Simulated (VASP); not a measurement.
LaAs, 2 atoms in the cell. Symmetry: Fm-3m, No. 225, cubic system. The conventional cell has a = 6.151 Å, b = 6.151 Å, c = 6.151 Å, α = 90.00°, β = 90.00°, γ = 90.00°. Within 4.0 Å of La (site symmetry m-3m) lie 6 As at 3.08 Å. Within 4.0 Å of As (site symmetry m-3m) lie 6 La at 3.08 Å. 

```yaml
Program: VASP 6.6.1
Task: relaxation of cell and atoms
Functional: PBEsol
Potentials_or_basis: VASP PAW PBE potentials, release 64 (La, As)
Cutoff: 600 eV
k_mesh: 12 × 12 × 12
Occupations: gaussian, width 0.1 eV
Spin: no spin polarisation
Dipole_correction: no
Further_INCAR_settings: ALGO = Normal; EDIFF = 1e-06; IBRION = 2; EDIFFG = -0.005; NSW = 100; ISIF = 3
```

Potentials or basis: VASP PAW PBE potentials, release 64 (La, As).

Command:

```sh
$ cat potpaw_PBE.64/La/POTCAR potpaw_PBE.64/As/POTCAR > POTCAR
$ mpirun -np 1 vasp_std > vasp.out
```

Hardware: 1 thread of Intel(R) Xeon(R) Platinum 8488C (Sapphire Rapids), with other jobs on the host.

**Question.** How long does it take, and how much memory?

**Answer.** Wall time 110 s on 1 thread of Intel(R) Xeon(R) Platinum 8488C (Sapphire Rapids), with other jobs on the host, peak memory 0.27 GiB. Counts: scf iterations 32, k points 72, ion steps 3.
